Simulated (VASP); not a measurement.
# TiO2 (Anatase) (I4_1/amd) in VASP: notebook

TiO2 (Anatase) is run at these levels: r2SCAN+rVV10, revPBE+D4, PBEsol+D3(BJ), PBE+D4; tasks: single point.

Everything below comes from runs of VASP 6.6.1. Logs are shortened: lines on timing, memory, paths and dates and some standing lists are left out, and cuts for length are marked.

**1. The cell of the first run**

It takes space group I4_1/amd (No. 141, tetragonal). Conventional cell: a = 3.809 Å, b = 3.809 Å, c = 9.578 Å, α = 90.00°, β = 90.00°, γ = 90.00°. Ti (site symmetry -4m2) has 6 O at 1.95 to 1.99 Å within 2.6 Å. O (site symmetry 2mm) has 3 Ti at 1.95 to 1.99 Å and 2 O at 2.48 Å within 2.6 Å.

**2. Single point, r2SCAN+rVV10**

File POSCAR:

```
TiO2
1.0
   -1.9046308288      1.9046308288      4.7888062162
    1.9046308288     -1.9046308288      4.7888062162
    1.9046308288      1.9046308288     -4.7888062162
Ti O
2 4
Direct
    0.7500000000      0.2500000000      0.5000000000
    0.0000000000      0.0000000000      0.0000000000
    0.7919000000      0.7919000000      0.0000000000
    0.5419000000      0.0419000000      0.5000000000
    0.9581000000      0.4581000000      0.5000000000
    0.2081000000      0.2081000000      0.0000000000
```

File INCAR.step1:

```
ALGO = Normal ; EDIFF = 1E-4
ENCUT = 520 ; GGA = PE
ISMEAR = -1 ; LASPH = True
LCHARG = False ; LREAL = False
LWAVE = True ; NBANDS = 33
NELM = 80 ; PREC = Accurate
SIGMA = 0.05
```

File INCAR.step2:

```
ALGO = Normal ; BPARAM = 11.95
CPARAM = 0.0093 ; EDIFF = 1E-7
ENCUT = 520 ; ISIF = 2
ISMEAR = -1 ; ISTART = 1
IVDW_NL = 2 ; LASPH = True
LCHARG = True ; LELF = True
LMIXTAU = True ; LREAL = False
LUSE_VDW = True ; LVHAR = True
LWAVE = False ; METAGGA = R2SCAN
NBANDS = 33 ; NELM = 80
PREC = Accurate ; SIGMA = 0.05
```

File KPOINTS:

```
k-points
0
Gamma
  10 10 10
```

Potentials or basis: VASP PAW PBE potentials, release 64 (Ti_sv, O).

Run with:

```bash
$ cat potpaw_PBE.64/Ti_sv/POTCAR potpaw_PBE.64/O/POTCAR > POTCAR
$ cp INCAR.step1 INCAR
$ mpirun -np 1 vasp_std > vasp.out
$ cp INCAR.step2 INCAR
$ mpirun -np 1 vasp_std > vasp.out
```

OUTCAR:

```text
BPARAM = 11.95
   EDIFF = 1E-7
   ENCUT = 520
   ISIF = 2
   ISMEAR = -1
   ISTART = 1
   IVDW_NL = 2
   LASPH = True
   LREAL = False
   METAGGA = R2SCAN
   NELM = 80
   PREC = Accurate

 ion  position               nearest neighbor table
   1  0.750  0.250  0.500-   3 1.95   6 1.95   3 1.95   6 1.95   5 1.99   4 1.99
   2  0.000  0.000  0.000-   4 1.95   5 1.95   4 1.95   5 1.95   3 1.99   6 1.99
   3  0.792  0.792  0.000-   1 1.95   1 1.95   2 1.99
   4  0.542  0.042  0.500-   2 1.95   2 1.95   1 1.99
   5  0.958  0.458  0.500-   2 1.95   2 1.95   1 1.99
   6  0.208  0.208  0.000-   1 1.95   1 1.95   2 1.99

  LATTYP: Found a body centered tetragonal cell.
 ALAT       =     3.8092616576
 C/A-ratio  =     2.5142962845

  Lattice vectors:

 A1 = (  -1.9046308288,   1.9046308288,   4.7888062162)
 A2 = (   1.9046308288,  -1.9046308288,   4.7888062162)
 A3 = (   1.9046308288,   1.9046308288,  -4.7888062162)

Analysis of symmetry for initial positions (statically):
=====================================================================
 Subroutine PRICEL returns:
 Original cell was already a primitive cell.

 Routine SETGRP: Setting up the symmetry group for a
 body centered tetragonal supercell.

 Subroutine GETGRP returns: Found 16 space group operations
 (whereof  8 operations were pure point group operations)
 out of a pool of 16 trial point group operations.

The static configuration has the point symmetry D_2d.
 The point group associated with its full space group is D_4h.

Analysis of symmetry for dynamics (positions and initial velocities):
=====================================================================
 Subroutine PRICEL returns:
 Original cell was already a primitive cell.

 Routine SETGRP: Setting up the symmetry group for a
 body centered tetragonal supercell.

 Subroutine GETGRP returns: Found 16 space group operations
 (whereof  8 operations were pure point group operations)
 out of a pool of 16 trial point group operations.

The dynamic configuration has the point symmetry D_2d.
 The point group associated with its full space group is D_4h.

 Subroutine INISYM returns: Found 16 space group operations
 (whereof  8 operations are pure point group operations),
 and found     1 'primitive' translations

----------------------------------------------------------------------------------------

                                     Primitive cell

  volume of cell :      69.4878

  direct lattice vectors                    reciprocal lattice vectors
    -1.904630829  1.904630829  4.788806216     0.000000000  0.262518065  0.104410155
     1.904630829 -1.904630829  4.788806216     0.262518065  0.000000000  0.104410155
     1.904630829  1.904630829 -4.788806216     0.262518065  0.262518065  0.000000000

  length of vectors
     5.494351842  5.494351842  5.494351842     0.282519406  0.282519406  0.371256608

  position of ions in fractional coordinates (direct lattice)
     0.750000000  0.250000000  0.500000000
     0.000000000  0.000000000  0.000000000
     0.791900000  0.791900000  0.000000000
     0.541900000  0.041900000  0.500000000
     0.958100000  0.458100000  0.500000000
     0.208100000  0.208100000  0.000000000

  ion indices of the primitive-cell ions
   primitive index   ion index
                 1           1
                 2           2
                 3           3
                 4           4
                 5           5
                 6           6

----------------------------------------------------------------------------------------

 KPOINTS: k-points

Automatic generation of k-mesh.
 Grid dimensions read from file:
 generate k-points for:   10   10   10

 Generating k-lattice:

  Cartesian coordinates                     Fractional coordinates (reciprocal lattice)
     0.000000000  0.026251807  0.010441016     0.100000000  0.000000000 -0.000000000
     0.026251807  0.000000000  0.010441016     0.000000000  0.100000000 -0.000000000
     0.026251807  0.026251807  0.000000000     0.000000000  0.000000000  0.100000000

  Length of vectors
     0.028251941  0.028251941  0.037125661

  Shift w.r.t. Gamma in fractional coordinates (k-lattice)
     0.000000000  0.000000000  0.000000000

 Subroutine IBZKPT returns following result:
 ===========================================

 Found    102 irreducible k-points:

 Following reciprocal coordinates:
            Coordinates               Weight
  0.000000  0.000000  0.000000      1.000000
  0.100000  0.000000 -0.000000      8.000000
  0.200000  0.000000 -0.000000      8.000000
  0.300000  0.000000 -0.000000      8.000000
  0.400000  0.000000 -0.000000      8.000000
  0.500000  0.000000 -0.000000      4.000000
[... 16 lines left out ...]
  0.300000  0.300000 -0.000000      8.000000
  0.400000  0.300000 -0.000000     16.000000
 [... further k-points ...]
   k-points           NKPTS =    102   k-points in BZ     NKDIM =    102   number of bands    NBANDS=     33
   number of dos      NEDOS =    301   number of ions     NIONS =      6
   total plane-waves  NPLWV =  74088
   dimension x,y,z NGX =    42 NGY =   42 NGZ =   42
   dimension x,y,z NGXF=    84 NGYF=   84 NGZF=   84
   ions per type =               2   4
   NGX,Y,Z   is equivalent  to a cutoff of  12.71, 12.71, 12.71 a.u.
   NGXF,Y,Z  is equivalent  to a cutoff of  25.42, 25.42, 25.42 a.u.
 SYSTEM =  unknown system
   PREC   = accura    normal or accurate (medium, high low for compatibility)
   ISTART =      1    job   : 0-new  1-cont  2-samecut
   ICHARG =      0    charge: 1-file 2-atom 10-const
   ISPIN  =      1    spin polarized calculation?
   LNONCOLLINEAR =      F non collinear calculations
   LSORBIT =      F    spin-orbit coupling
   LASPH  =      T    aspherical Exc in radial PAW
   ENCUT  =  520.0 eV  38.22 Ry    6.18 a.u.  10.22 10.22 10.22*2*pi/ulx,y,z
   NELM   =     80;   NELMIN=  2; NELMDL=  0     # of ELM steps
   EDIFF  = 0.1E-06   stopping-criterion for ELM
   LREAL  =      F    real-space projection
   EDIFFG = 0.1E-05   stopping-criterion for IOM
   NSW    =      0    number of steps for IOM
   IBRION =     -1    ionic relax: 0-MD 1-quasi-New 2-CG
   NFREE  =      0    steps in history (QN), initial steepest desc. (CG)
   ISIF   =      2    stress and relaxation
   ISYM   =      2    0-nonsym 1-usesym 2-fastsym
   POTIM  = 0.5000    time-step for ionic-motion
   TEBEG  =    0.0;   TEEND  =   0.0 temperature during run
   PSTRESS=    0.0 pullay stress
   NELECT =      48.0000    total number of electrons
   NUPDOWN=      -1.0000    fix difference up-down
   EMIN   =  10.00;   EMAX   =-10.00  energy-range for DOS
   EFERMI =   0.00;   METHOD = LEGACY
   ISMEAR =    -1;   SIGMA  =   0.05  broadening in eV -4-tet -1-fermi 0-gaus
   EFERMI_NEDOS =   21; number of points for ismear=-14 and -15
   IALGO  =     38    algorithm
   IMIX   =      4    mixing-type and parameters
     AMIX     =   0.40;   BMIX     =  1.00
     AMIX_MAG =   1.60;   BMIX_MAG =  1.00
  volume/ion in A,a.u.               =      11.58        78.15
  Fermi-wavevector in a.u.,A,eV,Ry     =   1.447168  2.734751 28.494617  2.094295
  Thomas-Fermi vector in A             =   2.565154
   LORBIT       =      0    0 simple, 1 ext, 2 COOP (PROOUT), +10 PAW based schemes
   METAGGA = R2SCAN    functional components
   LHFCALC =     F    Hartree Fock is set to
   AEXX    =    0.0000 exact exchange contribution
   IVDW_NL    =     2    kernel type
   BPARAM     =11.9500
   IVDW    =     0    specifies the selected vdW correction
   LEPSILON=     F    determine dielectric tensor
   LRPA    =     F    only Hartree local field effects (RPA)
 non-spin polarized calculation
  energy-cutoff  :      520.00
  volume of cell :       69.49
 maximum number of plane-waves:      1885
 NGX is ok and might be reduce to    42
   NGX = 21   NGY = 21   NGZ = 21

 number of electron      47.9999992 magnetization

 Free energy of the ion-electron system (eV)
  ---------------------------------------------------
  ext. energy  EPLUGINS =         0.00000000
  ---------------------------------------------------
  free energy    TOTEN  =       -68.54998078 eV

  energy without entropy =      -68.54998078  energy(sigma->0) =      -68.54998078

 E-fermi :   3.9542     XC(G=0): -11.4396

 val. band max:        2.8579856159   @ k =  -0.4000   0.4000   0.0000
 cond. band min:       5.3407523358   @ k =   0.0000   0.0000   0.0000
 fundamental gap:      2.4827667199
 Fermi energy:         3.9542434302

 k-point     1 :       0.0000    0.0000    0.0000
  band No.  band energies     occupation
      1     -55.7953      2.00000
      2     -55.7391      2.00000
      3     -31.1916      2.00000
      4     -30.9562      2.00000
      5     -30.9562      2.00000
      6     -30.8892      2.00000
[... 25 lines left out ...]
     32       8.3438      0.00000
     33       8.3518      0.00000

 k-point     2 :       0.1000    0.0000   -0.0000
  band No.  band energies     occupation
      1     -55.7941      2.00000
      2     -55.7399      2.00000
      3     -31.1891      2.00000
      4     -30.9696      2.00000
      5     -30.9571      2.00000
      6     -30.8945      2.00000
[... 25 lines left out ...]
     32       8.4080      0.00000
     33       8.6682      0.00000
[... 754 lines left out ...]
     32       9.5984      0.00000
     33      10.3862      0.00000

 k-point    24 :       0.4000    0.3000   -0.0000
  band No.  band energies     occupation
      1     -55.7705      2.00000
      2     -55.7571      2.00000
      3     -31.1539      2.00000
      4     -31.1155      2.00000
      5     -31.0047      2.00000
      6     -30.9747      2.00000
[... 25 lines left out ...]
     32       9.6156      0.00000
     33      10.4783      0.00000

 [... further k-points ...]

------------------------ aborting loop because EDIFF is reached ----------------------------------------

  FORCE on cell =-STRESS in cart. coord.  units (eV):
  Direction    XX          YY          ZZ          XY          YZ          ZX
  --------------------------------------------------------------------------------------
  -------------------------------------------------------------------------------------
  Total       -1.7395179     -1.7395179     -1.5285772      0.0000000      0.0000000      0.0000000
  in kB      -40.1079643    -40.1079643    -35.2443164      0.0000000      0.0000000      0.0000000
  external PRESSURE =     -38.4867484 kB  Pullay stress =       0.0000000 kB

 VOLUME and BASIS-vectors are now :
 -----------------------------------------------------------------------------
  energy-cutoff  :      520.00
  volume of cell :       69.49
      direct lattice vectors                 reciprocal lattice vectors
    -1.904630829  1.904630829  4.788806216     0.000000000  0.262518065  0.104410155
     1.904630829 -1.904630829  4.788806216     0.262518065  0.000000000  0.104410155
     1.904630829  1.904630829 -4.788806216     0.262518065  0.262518065  0.000000000

 POSITION                                       TOTAL-FORCE (eV/Angst)
 -----------------------------------------------------------------------------------
      0.00000      1.90463      2.39440         0.000000      0.000000      0.000000
      0.00000      0.00000      0.00000         0.000000      0.000000      0.000000
      0.00000      0.00000      7.58451         0.000000      0.000000      0.065899
      0.00000      1.90463      0.40130        -0.000000     -0.000000      0.065899
      0.00000      1.90463      4.38750         0.000000      0.000000     -0.065899
      0.00000      0.00000      1.99310        -0.000000     -0.000000     -0.065899
 -----------------------------------------------------------------------------------
    total drift:                                0.000000      0.000000      0.000000

  FREE ENERGIE OF THE ION-ELECTRON SYSTEM (eV)
  ---------------------------------------------------
  free  energy   TOTEN  =       -68.5499807845 eV

  energy  without entropy=      -68.5499807845  energy(sigma->0) =      -68.54998078
```

It took 16 min on 1 thread of Intel Xeon 6975P-C (Granite Rapids), shared host; peak memory 0.66 GiB.

Results:

```yaml
Free_energy: -68.5500 eV
Pressure: -3.8 GPa
Largest_force: 0.066 eV/Å
Band_gap_on_the_k_mesh: 2.48 eV, indirect (least direct gap 2.83 eV)
```

Forces on the atoms (eV/Å):
```
Ti   0.000  0.000  0.000
Ti   0.000  0.000  0.000
O    0.000  0.000  0.066
O    0.000  0.000  0.066
O    0.000  0.000 -0.066
O    0.000  0.000 -0.066
```

Caveat: the PAW data sets were made with another functional, which shifts forces and pressure a little.

**3. Single point, r2SCAN+rVV10**

This run uses another cell than the first one, of 11.81 Å³/atom, 1.020 times its volume.

POSCAR, as its differences from that of step 2:

```diff
@@ -2,5 +2,5 @@
 1.0
-   -1.9046308288      1.9046308288      4.7888062162
-    1.9046308288     -1.9046308288      4.7888062162
-    1.9046308288      1.9046308288     -4.7888062162
+   -1.9169989080      1.9169989080      4.8199032318
+    1.9169989080     -1.9169989080      4.8199032318
+    1.9169989080      1.9169989080     -4.8199032318
 Ti O
```

File INCAR.step1:

```
SYSTEM = TiO2
PREC = Accurate
ENCUT = 520
ISMEAR = -1
SIGMA = 0.05
LREAL = .FALSE.
LASPH = .TRUE.
NELM = 80
NBANDS = 33
GGA = PE
ALGO = Normal
EDIFF = 1E-4
LWAVE = .TRUE.
LCHARG = .FALSE.
```

File INCAR.step2:

```
SYSTEM = TiO2
PREC = Accurate
ENCUT = 520
EDIFF = 1E-6
ISMEAR = -1
SIGMA = 0.05
LREAL = .FALSE.
LASPH = .TRUE.
NELM = 80
ALGO = Normal
ISIF = 2
LWAVE = .FALSE.
LCHARG = .FALSE.
METAGGA = R2SCAN
LMIXTAU = .TRUE.
LUSE_VDW = .TRUE.
IVDW_NL = 2
BPARAM = 11.95
CPARAM = 0.0093
NBANDS = 33
ISTART = 1
```

File KPOINTS:

```
regular mesh
0
G
  10 10 10
  0 0 0
```

Potentials or basis: VASP PAW PBE potentials, release 64 (Ti_sv, O).

Run with:

```bash
$ cat potpaw_PBE.64/Ti_sv/POTCAR potpaw_PBE.64/O/POTCAR > POTCAR
$ cp INCAR.step1 INCAR
$ mpirun -np 1 vasp_std > vasp.out
$ cp INCAR.step2 INCAR
$ mpirun -np 1 vasp_std > vasp.out
```

Run time: 15 min. Hardware: 1 thread of Intel Xeon 6975P-C (Granite Rapids), shared host; peak memory 0.67 GiB.

Results (log left out):

| Quantity | Value |
| --- | --- |
| Free energy | -68.5022 eV |
| Pressure | -7.8 GPa |
| Largest force | 0.178 eV/Å |
| Band gap on the k mesh | 2.43 eV, indirect (least direct gap 2.78 eV) |

Forces on the atoms (eV/Å):
```
Ti   0.000  0.000  0.000
Ti   0.000  0.000  0.000
O    0.000  0.000  0.178
O    0.000  0.000  0.178
O    0.000  0.000 -0.178
O    0.000  0.000 -0.178
```

Stress tensor (GPa, compression positive):
```
-7.90  0.00  0.00
 0.00 -7.90  0.00
 0.00  0.00 -7.67
```

Levels at points of the mesh, in eV from the valence-band top:
| k point | band 20 | band 21 | band 22 | band 23 | band 24 | band 25 | band 26 | band 27 | band 28 | band 29 |
| --- | --- | --- | --- | --- | --- | --- | --- | --- | --- | --- |
| (0.00, 0.00, 0.00) | -0.81 | -0.80 | -0.80 | -0.45 | -0.45 | 2.43 | 3.12 | 4.19 | 4.19 | 4.22 |
| (0.50, 0.00, 0.00) | -1.96 | -1.88 | -0.92 | -0.92 | -0.67 | 3.49 | 3.76 | 3.78 | 3.87 | 4.48 |
| (0.50, 0.50, 0.00) | -2.64 | -2.04 | -2.04 | -0.03 | -0.03 | 3.57 | 3.57 | 4.01 | 4.01 | 5.06 |
| (0.50, 0.50, 0.50) | -1.38 | -1.30 | -1.30 | -0.14 | -0.14 | 2.77 | 2.77 | 4.00 | 4.00 | 4.44 |

Caveat: the PAW data sets were made with another functional, which shifts forces and pressure a little.

(Part 1 of 2 ends here.)
